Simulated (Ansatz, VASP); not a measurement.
**Two plane-wave programs on TaN**

```
CELL_PARAMETERS angstrom
2.93800 0.00000 0.00000
-1.46900 2.54438 0.00000
0.00000 0.00000 2.88300
ATOMIC_POSITIONS crystal
Ta 0.00000 0.00000 0.50000
N 0.66667 0.33333 0.00000
```

Alike in both runs: functional LDA; k mesh 10 × 10 × 9; occupations fermi-dirac, width 0.05 eV; no spin polarisation; Hubbard terms Ta d U = 3.0 eV.

|  | VASP | Ansatz |
| --- | --- | --- |
| version | VASP 6.6.1 | Ansatz 0.2.0 |
| potentials or method | VASP PAW LDA potentials, release 64 (Ta_sv_GW, N) | Ansatz PAW |
| plane-wave cutoff (eV) | 600 | 420 |
| valence electrons in the cell | 18 | 18 |
| task | single point | band structure |

VASP gave:

| Property | Result |
| --- | --- |
| gap on the k mesh at the Fermi level (eV) | none |
| pressure (GPa) | -0.7 |
| traceless stress, the component that is largest in VASP (GPa) | -0.21 |

Problem. Estimate Ansatz's values.

Solution. gap on the k mesh at the Fermi level (eV): none; pressure (GPa): -9.0; traceless stress, the component that is largest in VASP (GPa): -1.75.

LDA's correlation is that of Perdew and Zunger in VASP and of Perdew and Wang (1992) in Ansatz. The programs project onto different local orbitals, so the same U acts differently, and such runs can settle in different states. A gap of «none» marks a metal or a gap that the smearing closes.

Spin-orbit coupling is off throughout.
